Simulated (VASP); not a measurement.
# BiTe (Fm-3m) in VASP: a series of runs

BiTe is run at these levels: BLYP+D4, PBE; tasks: single point.

Everything below comes from runs of VASP 6.6.1. Logs are shortened: lines on timing, memory, paths and dates and some standing lists are left out, and cuts for length are marked.

## 1. The cell of the first run

It takes space group Fm-3m (No. 225, cubic). Conventional cell: a = 6.477 Å, b = 6.477 Å, c = 6.477 Å, α = 90.00°, β = 90.00°, γ = 90.00°. Bi (site symmetry m-3m) has 6 Te at 3.24 Å within 4.3 Å. Within 4.3 Å of Te (site symmetry m-3m) lie 6 Bi at 3.24 Å.

## 2. Single point, BLYP+D4

Contents of INCAR:

```
PREC = Accurate
ENCUT = 520
EDIFF = 1E-7
ISMEAR = -1
SIGMA = 0.05
LREAL = F
LASPH = T
NELM = 100
ALGO = Normal
ISIF = 2
LWAVE = F
LCHARG = F
GGA = B5
ALDAX = 1.0
AGGAX = 1.0
AGGAC = 1.0
ALDAC = 0.0
IVDW = 13
VDW_S6 = 1.0
VDW_S8 = 2.34076671
VDW_A1 = 0.44488865
VDW_A2 = 4.0933009
NBANDS = 18
```

Contents of KPOINTS:

```
regular mesh
0
Gamma
  7 7 7
```

Contents of POSCAR:

```
BiTe
1.0
    0.0000000000      3.2385139999      3.2385139999
    3.2385139999      0.0000000000      3.2385139999
    3.2385139999      3.2385139999      0.0000000000
Bi Te
1 1
Direct
    0.0000000000      0.0000000000      0.0000000000
    0.5000000000      0.5000000000      0.5000000000
```

Potentials or basis: VASP PAW PBE potentials, release 64 (Bi_d, Te).

On the command line:

```bash
> cat potpaw_PBE.64/Bi_d/POTCAR potpaw_PBE.64/Te/POTCAR > POTCAR
> mpirun -np 1 vasp_std > vasp.out
```

OUTCAR:

```text
PREC = Accurate
   ENCUT = 520
   EDIFF = 1E-7
   ISMEAR = -1
   LREAL = F
   LASPH = T
   NELM = 100
   ISIF = 2
   GGA = B5
   IVDW = 13

 ion  position               nearest neighbor table
   1  0.000  0.000  0.000-   2 3.24   2 3.24   2 3.24   2 3.24   2 3.24   2 3.24
   2  0.500  0.500  0.500-   1 3.24   1 3.24   1 3.24   1 3.24   1 3.24   1 3.24

  LATTYP: Found a face centered cubic cell.
 ALAT       =     6.4770279998

  Lattice vectors:

 A1 = (   0.0000000000,   3.2385139999,   3.2385139999)
 A2 = (   3.2385139999,   0.0000000000,   3.2385139999)
 A3 = (   3.2385139999,   3.2385139999,   0.0000000000)

Analysis of symmetry for initial positions (statically):
=====================================================================
 Subroutine PRICEL returns:
 Original cell was already a primitive cell.

 Routine SETGRP: Setting up the symmetry group for a
 face centered cubic supercell.

 Subroutine GETGRP returns: Found 48 space group operations
 (whereof 48 operations were pure point group operations)
 out of a pool of 48 trial point group operations.

The static configuration has the point symmetry O_h .

Analysis of symmetry for dynamics (positions and initial velocities):
=====================================================================
 Subroutine PRICEL returns:
 Original cell was already a primitive cell.

 Routine SETGRP: Setting up the symmetry group for a
 face centered cubic supercell.

 Subroutine GETGRP returns: Found 48 space group operations
 (whereof 48 operations were pure point group operations)
 out of a pool of 48 trial point group operations.

The dynamic configuration has the point symmetry O_h .

 Subroutine INISYM returns: Found 48 space group operations
 (whereof 48 operations are pure point group operations),
 and found     1 'primitive' translations

----------------------------------------------------------------------------------------

                                     Primitive cell

  volume of cell :      67.9309

  direct lattice vectors                    reciprocal lattice vectors
     0.000000000  3.238514000  3.238514000    -0.154391798  0.154391798  0.154391798
     3.238514000  0.000000000  3.238514000     0.154391798 -0.154391798  0.154391798
     3.238514000  3.238514000  0.000000000     0.154391798  0.154391798 -0.154391798

  length of vectors
     4.579950421  4.579950421  4.579950421     0.267414439  0.267414439  0.267414439

  position of ions in fractional coordinates (direct lattice)
     0.000000000  0.000000000  0.000000000
     0.500000000  0.500000000  0.500000000

  ion indices of the primitive-cell ions
   primitive index   ion index
                 1           1
                 2           2

----------------------------------------------------------------------------------------

 KPOINTS: regular mesh

Automatic generation of k-mesh.
 Grid dimensions read from file:
 generate k-points for:    7    7    7

 Generating k-lattice:

  Cartesian coordinates                     Fractional coordinates (reciprocal lattice)
    -0.022055971  0.022055971  0.022055971     0.142857143  0.000000000  0.000000000
     0.022055971 -0.022055971  0.022055971     0.000000000  0.142857143  0.000000000
     0.022055971  0.022055971 -0.022055971     0.000000000  0.000000000  0.142857143

  Length of vectors
     0.038202063  0.038202063  0.038202063

  Shift w.r.t. Gamma in fractional coordinates (k-lattice)
     0.000000000  0.000000000  0.000000000

 Subroutine IBZKPT returns following result:
 ===========================================

 Found     20 irreducible k-points:

 Following reciprocal coordinates:
            Coordinates               Weight
  0.000000  0.000000  0.000000      1.000000
  0.142857  0.000000  0.000000      8.000000
  0.285714  0.000000  0.000000      8.000000
  0.428571  0.000000  0.000000      8.000000
  0.142857  0.142857  0.000000      6.000000
  0.285714  0.142857  0.000000     24.000000
[... 12 lines left out ...]
 -0.428571  0.428571  0.142857     24.000000
 -0.285714  0.428571  0.142857     24.000000
   k-points           NKPTS =     20   k-points in BZ     NKDIM =     20   number of bands    NBANDS=     18
   number of dos      NEDOS =    301   number of ions     NIONS =      2
   total plane-waves  NPLWV =  46656
   dimension x,y,z NGX =    36 NGY =   36 NGZ =   36
   dimension x,y,z NGXF=    72 NGYF=   72 NGZF=   72
   ions per type =               1   1
   NGX,Y,Z   is equivalent  to a cutoff of  13.07, 13.07, 13.07 a.u.
   NGXF,Y,Z  is equivalent  to a cutoff of  26.14, 26.14, 26.14 a.u.
 SYSTEM =  unknown system
   PREC   = accura    normal or accurate (medium, high low for compatibility)
   ISTART =      0    job   : 0-new  1-cont  2-samecut
   ICHARG =      2    charge: 1-file 2-atom 10-const
   ISPIN  =      1    spin polarized calculation?
   LNONCOLLINEAR =      F non collinear calculations
   LSORBIT =      F    spin-orbit coupling
   LASPH  =      T    aspherical Exc in radial PAW
   ENCUT  =  520.0 eV  38.22 Ry    6.18 a.u.   8.52  8.52  8.52*2*pi/ulx,y,z
   NELM   =    100;   NELMIN=  2; NELMDL= -5     # of ELM steps
   EDIFF  = 0.1E-06   stopping-criterion for ELM
   LREAL  =      F    real-space projection
   EDIFFG = 0.1E-05   stopping-criterion for IOM
   NSW    =      0    number of steps for IOM
   IBRION =     -1    ionic relax: 0-MD 1-quasi-New 2-CG
   NFREE  =      0    steps in history (QN), initial steepest desc. (CG)
   ISIF   =      2    stress and relaxation
   ISYM   =      2    0-nonsym 1-usesym 2-fastsym
   POTIM  = 0.5000    time-step for ionic-motion
   TEBEG  =    0.0;   TEEND  =   0.0 temperature during run
   PSTRESS=    0.0 pullay stress
   NELECT =      21.0000    total number of electrons
   NUPDOWN=      -1.0000    fix difference up-down
   EMIN   =  10.00;   EMAX   =-10.00  energy-range for DOS
   EFERMI =   0.00;   METHOD = LEGACY
   ISMEAR =    -1;   SIGMA  =   0.05  broadening in eV -4-tet -1-fermi 0-gaus
   EFERMI_NEDOS =   21; number of points for ismear=-14 and -15
   IALGO  =     38    algorithm
   IMIX   =      4    mixing-type and parameters
     AMIX     =   0.40;   BMIX     =  1.00
     AMIX_MAG =   1.60;   BMIX_MAG =  1.00
  volume/ion in A,a.u.               =      33.97       229.21
  Fermi-wavevector in a.u.,A,eV,Ry     =   1.106944  2.091820 16.671546  1.225324
  Thomas-Fermi vector in A             =   2.243451
   LORBIT       =      0    0 simple, 1 ext, 2 COOP (PROOUT), +10 PAW based schemes
   GGA     = B5    functional components
   LHFCALC =     F    Hartree Fock is set to
   AEXX    =    0.0000 exact exchange contribution
   IVDW    =    13    specifies the selected vdW correction
   LEPSILON=     F    determine dielectric tensor
   LRPA    =     F    only Hartree local field effects (RPA)
 non-spin polarized calculation
  energy-cutoff  :      520.00
  volume of cell :       67.93
 maximum number of plane-waves:      1849
 NGX is ok and might be reduce to    36
   NGX = 17   NGY = 17   NGZ = 17

 number of electron      21.0000000 magnetization

 Free energy of the ion-electron system (eV)
  ---------------------------------------------------
  ext. energy  EPLUGINS =         0.00000000
  ---------------------------------------------------
  free energy    TOTEN  =        -5.81575244 eV

  energy without entropy =       -5.79569728  energy(sigma->0) =       -5.80572486

 E-fermi :   7.1133     XC(G=0):  -8.7855

 val. band max:        7.0986655661   @ k =  -0.4286   0.1429   0.0000
 cond. band min:       7.1300681876   @ k =  -0.4286   0.1429   0.0000
 fundamental gap:      0.0314026215
 Fermi energy:         7.1132696044

 k-point     1 :       0.0000    0.0000    0.0000
  band No.  band energies     occupation
      1     -16.0028      2.00000
      2     -16.0028      2.00000
      3     -15.9952      2.00000
      4     -15.9952      2.00000
      5     -15.9952      2.00000
      6      -6.4349      2.00000
[... 10 lines left out ...]
     17      13.5935      0.00000
     18      13.9012      0.00000

 k-point     2 :       0.1429    0.0000    0.0000
  band No.  band energies     occupation
      1     -16.0034      2.00000
      2     -16.0034      2.00000
      3     -15.9948      2.00000
      4     -15.9941      2.00000
      5     -15.9941      2.00000
      6      -6.2555      2.00000
[... 10 lines left out ...]
     17      14.6583      0.00000
     18      14.8518      0.00000

 k-point     3 :       0.2857    0.0000    0.0000
  band No.  band energies     occupation
      1     -16.0052      2.00000
      2     -16.0052      2.00000
      3     -15.9940      2.00000
      4     -15.9914      2.00000
      5     -15.9914      2.00000
      6      -5.7278      2.00000
[... 10 lines left out ...]
     17      16.5708      0.00000
     18      16.9243      0.00000

 k-point     4 :       0.4286    0.0000    0.0000
  band No.  band energies     occupation
      1     -16.0068      2.00000
      2     -16.0068      2.00000
      3     -15.9934      2.00000
      4     -15.9890      2.00000
      5     -15.9890      2.00000
      6      -4.8943      2.00000
[... 291 lines left out ...]
      4     -15.9900      2.00000
      5     -15.9872      2.00000
      6      -4.6045      2.00000
[... 10 lines left out ...]
     17      16.3416      0.00000
     18      17.6710      0.00000

 k-point    19 :      -0.4286    0.4286    0.1429
  band No.  band energies     occupation
      1     -16.0138      2.00000
      2     -16.0008      2.00000
      3     -15.9959      2.00000
      4     -15.9877      2.00000
      5     -15.9854      2.00000
      6      -4.6150      2.00000
[... 10 lines left out ...]
     17      17.1594      0.00000
     18      17.5995      0.00000

 k-point    20 :      -0.2857    0.4286    0.1429
  band No.  band energies     occupation
      1     -16.0121      2.00000
      2     -16.0026      2.00000
      3     -15.9930      2.00000
      4     -15.9903      2.00000
      5     -15.9855      2.00000
      6      -4.2086      2.00000
[... 10 lines left out ...]
     17      16.6398      0.00000
     18      17.4298      0.00000

------------------------ aborting loop because EDIFF is reached ----------------------------------------

  DFT-D4 for vdW energy calculation

  Edisp (eV):   -1.84597

  FORCE on cell =-STRESS in cart. coord.  units (eV):
  Direction    XX          YY          ZZ          XY          YZ          ZX
  --------------------------------------------------------------------------------------
  -------------------------------------------------------------------------------------
  Total       0.06348     0.06348     0.06348     0.00000     0.00000    -0.00000
  in kB       1.49722     1.49722     1.49722     0.00000     0.00000    -0.00000
  external pressure =        1.50 kB  Pullay stress =        0.00 kB

 VOLUME and BASIS-vectors are now :
 -----------------------------------------------------------------------------
  energy-cutoff  :      520.00
  volume of cell :       67.93
      direct lattice vectors                 reciprocal lattice vectors
     0.000000000  3.238514000  3.238514000    -0.154391798  0.154391798  0.154391798
     3.238514000  0.000000000  3.238514000     0.154391798 -0.154391798  0.154391798
     3.238514000  3.238514000  0.000000000     0.154391798  0.154391798 -0.154391798

 POSITION                                       TOTAL-FORCE (eV/Angst)
 -----------------------------------------------------------------------------------
      0.00000      0.00000      0.00000         0.000000      0.000000      0.000000
      3.23851      3.23851      3.23851        -0.000000     -0.000000     -0.000000
 -----------------------------------------------------------------------------------
    total drift:                               -0.000000      0.000000      0.000000

  FREE ENERGIE OF THE ION-ELECTRON SYSTEM (eV)
  ---------------------------------------------------
  free  energy   TOTEN  =        -7.6617243470 eV

  energy  without entropy=       -7.6416691885  energy(sigma->0) =       -7.65169677
```

It took 23 s on 1 thread of Intel Xeon 6975P-C (Granite Rapids), shared host; peak memory 0.2 GiB.

Results:

```yaml
Free_energy: -7.6617 eV
Pressure: 0.1 GPa
Dispersion_energy_per_atom: -0.923 eV
```

Caveat: the PAW data sets were made with another functional, which shifts forces and pressure a little; spin-orbit coupling is left out, which moves the levels of the heavy elements; pairwise dispersion overbinds metals, which lowers pressure and volume.

## 3. Single point, PBE

This run uses another cell than the first one, of 33.86 Å³/atom, 0.997 times its volume.

Contents of INCAR:

```
  ALGO = Normal
  EDIFF = 1E-7
  ENCUT = 520
  GGA = PE
  ISIF = 2
  ISMEAR = 0
  LASPH = True
  LCHARG = False
  LREAL = False
  LWAVE = False
  NBANDS = 18
  NELM = 80
  PREC = Accurate
  SIGMA = 0.028999999999999998
```

Contents of KPOINTS:

```
k-points
0
Gamma
  7 7 7
```

Contents of POSCAR:

```
BiTe
1.0
    0.0000000000      3.2350000000      3.2350000000
    3.2350000000      0.0000000000      3.2350000000
    3.2350000000      3.2350000000      0.0000000000
Bi Te
1 1
Direct
    0.0000000000      0.0000000000      0.0000000000
    0.5000000000      0.5000000000      0.5000000000
```

Potentials or basis: VASP PAW PBE potentials, release 64 (Bi_d, Te).

On the command line:

```bash
> cat potpaw_PBE.64/Bi_d/POTCAR potpaw_PBE.64/Te/POTCAR > POTCAR
> mpirun -np 1 vasp_std > vasp.out
```

It took 14 s on 1 thread of Intel Xeon 6975P-C (Granite Rapids), shared host; peak memory 0.2 GiB.

The run converged. Its results:

```yaml
Free_energy: -7.1447 eV
Pressure: 0.9 GPa
```

Levels at points of the mesh, in eV from the Fermi level:
| k point | band 6 | band 7 | band 8 | band 9 | band 10 | band 11 | band 12 | band 13 | band 14 | band 15 |
| --- | --- | --- | --- | --- | --- | --- | --- | --- | --- | --- |
| (0.00, 0.00, 0.00) | -13.56 | -8.16 | -2.58 | -2.58 | -2.58 | 2.12 | 2.12 | 2.12 | 4.63 | 4.63 |

Caveat: spin-orbit coupling is left out, which moves the levels of the heavy elements.

## 4. Single point, PBE

This run uses another cell than the first one, of 33.86 Å³/atom, 0.997 times its volume.

Contents of INCAR:

```
  PREC = Accurate
  ENCUT = 520
  EDIFF = 1E-6
  ISMEAR = 0
  SIGMA = 0.03
  LREAL = False
  LASPH = True
  NELM = 60
  ALGO = Normal
  ISIF = 2
  LWAVE = False
  LCHARG = False
  GGA = PE
  NBANDS = 18
```

Contents of KPOINTS:

```
regular mesh
0
Gamma
  7 7 7
```

POSCAR is that of step 3.

On the command line:

```bash
> cat potpaw_PBE.64/Bi_d/POTCAR potpaw_PBE.64/Te/POTCAR > POTCAR
> mpirun -np 1 vasp_std > vasp.out
```

It took 14 s on 1 thread of Intel Xeon 6975P-C (Granite Rapids), shared host; peak memory 0.2 GiB.

The run converged. Its results:

```yaml
Free_energy: -7.1448 eV
Pressure: 0.9 GPa
```

Levels at points of the mesh, in eV from the Fermi level:
```csv
k point,band 6,band 7,band 8,band 9,band 10,band 11,band 12,band 13,band 14,band 15
"(0.00, 0.00, 0.00)",-13.56,-8.16,-2.58,-2.58,-2.58,2.12,2.12,2.12,4.63,4.63
```

Caveat: spin-orbit coupling is left out, which moves the levels of the heavy elements.

## 5. Summary

```csv
level,cell,smearing,gap on the mesh (eV),pressure (GPa)
BLYP+D4,"a = 4.580 Å, angles 60.0°, 2 atoms",fermi-dirac 0.05 eV,none,0.1
PBE,"a = 4.575 Å, angles 60.0°, 2 atoms",gaussian 0.029 eV,none,0.9
PBE,"a = 4.575 Å, angles 60.0°, 2 atoms",gaussian 0.03 eV,none,0.9
```

Alike in all rows: task single point; potentials or basis VASP PAW PBE potentials, release 64 (Bi_d, Te); no spin polarisation; k mesh 7 × 7 × 7; cutoff (eV) 520.

Caveats: spin-orbit coupling is left out, which moves the levels of the heavy elements; the PAW data sets were made with another functional, which shifts forces and pressure a little (some runs); pairwise dispersion overbinds metals, which lowers pressure and volume (some runs).

Total energies depend on the potentials used, so only differences within one code and one set of settings carry meaning.
